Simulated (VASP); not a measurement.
A run of VASP 6.6.1:

The input POSCAR:

```
BN
1.0
    0.0000000000      1.8048254535      1.8221517779
    1.8048254535      0.0000000000      1.8221517779
    1.8048254535      1.8048254535      0.0000000000
B N
1 1
Direct
    0.0000000000      0.0000000000      0.0000000000
    0.2500000000      0.2500000000      0.2500000000
```

The input INCAR.step1:

```
PREC = Accurate
ENCUT = 520
EDIFF = 1E-5
ISMEAR = 0
SIGMA = 0.01
LREAL = F
LASPH = T
NELM = 100
ALGO = Normal
ISIF = 2
LWAVE = T
NBANDS = 11
GGA = PE
```

INCAR.step2

```
PREC = Accurate
ENCUT = 520
EDIFF = 1E-7
ISMEAR = 0
SIGMA = 0.01
LREAL = F
LASPH = T
NELM = 100
ALGO = Normal
ISIF = 2
LWAVE = F
LCHARG = T
GGA = PE
LHFCALC = T
HFSCREEN = 0.2079
PRECFOCK = Normal
LELF = T
LVHAR = T
NBANDS = 11
ISTART = 1
```

File KPOINTS:

```
Automatic mesh
0
Gamma
  8 8 8
```

Potentials or basis: VASP PAW PBE potentials, release 64 (B, N).

Command:

```sh
$ cat potpaw_PBE.64/B/POTCAR potpaw_PBE.64/N/POTCAR > POTCAR
$ cp INCAR.step1 INCAR
$ mpirun -np 1 vasp_std > vasp.out
$ cp INCAR.step2 INCAR
$ mpirun -np 1 vasp_std > vasp.out
```

Hardware: 1 thread of Intel(R) Xeon(R) Platinum 8259CL CPU @ 2.50GHz (Skylake/Cascade Lake), with other jobs on the host.

How long does it take, and how much memory?

Run time: 23 min on 1 thread of Intel(R) Xeon(R) Platinum 8259CL CPU @ 2.50GHz (Skylake/Cascade Lake), on a shared host, peak memory 0.23 GiB. Counts: k points 59.
